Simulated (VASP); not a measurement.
Write the native input for VASP 6.6.1 that does the following.

| Property | Result |
| --- | --- |
| Task | single point |
| Functional | HSE06 |
| Potentials or basis | VASP PAW PBE potentials, release 64 (Ba_sv, Hf_pv, O) |
| Cutoff | 520 eV |
| k mesh | 4 × 4 × 4 |
| Occupations | gaussian, width 0.01 eV |
| Spin | no spin polarisation |
| Dipole correction | no |
| Grid for exact exchange (PRECFOCK) | Fast |
| Further INCAR settings | ALGO = Normal; EDIFF = 1e-06; NBANDS = 27 |
| Share of exact exchange | 0.25 |
| Screening parameter | 0.2079 1/Å |

BaHfO3:

```
Ba Hf O
1.0
     4.17706    0.00000    0.00000
     0.00000    4.17706    0.00000
     0.00000    0.00000    4.17706
Ba Hf O
1 1 3
Direct
  0.00000 0.00000 0.00000
  0.50000 0.50000 0.50000
  0.50000 0.50000 0.00000
  0.50000 0.00000 0.50000
  0.00000 0.50000 0.50000
```

These files were run (other wordings do the same):

POSCAR

```
BaHfO3
1.0
    4.1770587708      0.0000000000      0.0000000000
    0.0000000000      4.1770587708      0.0000000000
    0.0000000000      0.0000000000      4.1770587708
Ba Hf O
1 1 3
Direct
    0.0000000000      0.0000000000      0.0000000000
    0.5000000000      0.5000000000      0.5000000000
    0.5000000000      0.5000000000      0.0000000000
    0.5000000000      0.0000000000      0.5000000000
    0.0000000000      0.5000000000      0.5000000000
```

INCAR.step1

```
PREC = Accurate
ENCUT = 520
EDIFF = 1E-5
ISMEAR = 0
SIGMA = 0.01
LREAL = False
LASPH = True
NELM = 60
ALGO = Normal
ISIF = 2
LWAVE = True
LCHARG = False
GGA = PE
NBANDS = 27
```

INCAR.step2

```
PREC = Accurate
ENCUT = 520
EDIFF = 1E-6
ISMEAR = 0
SIGMA = 0.01
LREAL = False
LASPH = True
NELM = 60
ALGO = Normal
ISIF = 2
LWAVE = False
LCHARG = False
GGA = PE
LHFCALC = True
HFSCREEN = 0.2079
PRECFOCK = Fast
ISTART = 1
NBANDS = 27
```

KPOINTS

```
regular mesh
0
Gamma
  4 4 4
```

Potentials or basis: VASP PAW PBE potentials, release 64 (Ba_sv, Hf_pv, O).

The run is started by

```console
$ cat potpaw_PBE.64/Ba_sv/POTCAR potpaw_PBE.64/Hf_pv/POTCAR potpaw_PBE.64/O/POTCAR > POTCAR
$ cp INCAR.step1 INCAR
$ mpirun -np 1 vasp_std > vasp.out
$ cp INCAR.step2 INCAR
$ mpirun -np 1 vasp_std > vasp.out
```

Results of the run:

The pressure is -1.5 GPa and the band gap on the k mesh is 5.05 eV (least direct gap 5.30 eV).

Caveat: the PAW data sets were made with another functional, which shifts forces and pressure a little; spin-orbit coupling is left out, which moves the levels of the heavy elements.

Wall time 37 min on 1 thread of AMD EPYC 7R43 64-Core Processor (Zen 3) (shared host), peak memory 0.26 GiB.
